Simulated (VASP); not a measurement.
NaBe4:

```
Na Be
1.0
     3.80200    0.00000    0.00000
     0.00000    3.80200    0.00000
     0.00000    0.00000    3.80200
Na Be
1 4
Direct
  0.50000 0.50000 0.50000
  0.50000 0.00000 0.00000
  0.00000 0.50000 0.00000
  0.00000 0.00000 0.50000
  0.00000 0.00000 0.00000
```

```yaml
Program: VASP 6.6.1
Task: relaxation of cell and atoms
Functional: PBE
Potentials_or_basis: VASP PAW PBE potentials, release 64 (Na_pv, Be)
Cutoff: 600 eV
k_mesh: 4 × 4 × 4
Occupations: gaussian, width 0.1 eV
Spin: no spin polarisation
```

At the start: pressure 10.1 GPa; volume 10.99 Å³/atom.

Where does the relaxation end?

Over 3 steps the energy falls by 44.8 meV/atom and the volume is 12.54 Å³/atom (+14.1 %); space group Pm-3m (No. 221, to 0.05 Å).

Step by step:
```tsv
step	energy change (eV)	largest force (eV/Å)	pressure (GPa)	volume (Å³)
1	0.0000	0.0000	10.13	54.96
2	-0.2097	0.0000	2.08	60.67
3	-0.2238	0.0000	0.07	62.70
```

Final structure:
```
Na Be
1.0
     3.97279    0.00000    0.00000
     0.00000    3.97279    0.00000
     0.00000    0.00000    3.97279
Na Be
1 4
Direct
  0.50000 0.50000 0.50000
  0.50000 0.00000 0.00000
  0.00000 0.50000 0.00000
  0.00000 0.00000 0.50000
  0.00000 0.00000 0.00000
```

Caveat: the k points lie up to 0.40 Å⁻¹ apart in the final cell.
